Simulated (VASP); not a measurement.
The system is BaTe.

```
Ba Te
1.0
     0.00000    3.53239    3.53239
     3.53239    0.00000    3.53239
     3.53239    3.53239    0.00000
Ba Te
1 1
Direct
  0.00000 0.00000 0.00000
  0.50000 0.50000 0.50000
```

Base run:

| Quantity | Value |
| --- | --- |
| Program | VASP 6.6.1 |
| Functional | PBE |
| Potentials or basis | VASP PAW PBE potentials, release 64 (Ba_sv, Te) |
| Cutoff | 520 eV |
| k mesh | 6 × 6 × 6 |
| Occupations | fermi-dirac, width 0.02 eV |
| Spin | no spin polarisation |

Its results: band gap on the k mesh 1.58 eV, indirect (least direct gap 1.96 eV); pressure 0.3 GPa.

**Question.** The run is repeated on the same cell with these changes: functional from PBE to r2SCAN; occupations from fermi-dirac, width 0.02 eV to gaussian, width 0.01 eV. What comes out?

**Answer.** Band gap on the k mesh 1.93 eV, indirect (least direct gap 2.32 eV); pressure 0.3 GPa.

Caveats: spin-orbit coupling is left out, which moves the levels of the heavy elements; the PAW data sets were made with another functional, which shifts forces and pressure a little (some runs).

A k mesh can miss the band edges.
